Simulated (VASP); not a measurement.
A run of VASP 6.6.1 is set up as follows.

The input INCAR:

```
SYSTEM = Al6N6O
PREC = Accurate
ENCUT = 520
EDIFF = 1E-6
ISMEAR = 0
SIGMA = 0.05
LREAL = .FALSE.
LASPH = .TRUE.
NELM = 120
ALGO = Normal
ISIF = 2
LWAVE = .FALSE.
LCHARG = .FALSE.
GGA = PE
NBANDS = 39
NELECT = 56.0
GGA_COMPAT = .FALSE.
```

The input KPOINTS:

```
regular mesh
0
G
  6 6 4
  0 0 0
```

File POSCAR:

```
Al6N6O
1.0
    0.0000000000      5.4209177894      0.0000000000
    4.6946525174      2.7104588947      0.0000000000
    1.5648841725      2.7104588947     -5.0173032437
Al N O
6 6 1
Direct
    0.3339095018      0.0005761684      0.9982714947
    0.6672428351      0.3339095018      0.9982714947
    0.0005761684      0.6672428351      0.9982714947
    0.1672428351      0.5005761684      0.4982714947
    0.5005761684      0.8339095018      0.4982714947
    0.8339095018      0.1672428351      0.4982714947
    0.4610904982      0.1277571649      0.6167285053
    0.7944238316      0.4610904982      0.6167285053
    0.1277571649      0.7944238316      0.6167285053
    0.2944238316      0.6277571649      0.1167285053
    0.6277571649      0.9610904982      0.1167285053
    0.9610904982      0.2944238316      0.1167285053
   -0.2772016093      0.5560843425      1.1649381614
```

Potentials or basis: VASP PAW PBE potentials, release 64 (Al, N, O).

The run is started by

```sh
$ cat potpaw_PBE.64/Al/POTCAR potpaw_PBE.64/N/POTCAR potpaw_PBE.64/O/POTCAR > POTCAR
$ mpirun -np 1 vasp_std > vasp.out
```

Predict the largest force.

10.227 eV/Å.

Forces in eV/Å, atoms in the order of the input:
```
Al   -0.269   0.285   0.337
Al   -0.632  -1.075   0.231
Al    2.308   4.930   2.881
Al   -0.090  -0.408   0.476
Al    0.444   0.125   0.740
Al   -0.582   0.343  -0.595
N     0.103   0.328  -0.311
N     0.198   0.114  -0.602
N    -0.274  -0.064  -0.347
N     0.001  -2.245  -0.129
N     6.685   1.125   0.679
N   -10.013   1.833   0.986
O     2.120  -5.291  -4.347
```

Caveat: the cell carries a net charge on a neutralising background, which shifts energy and pressure.
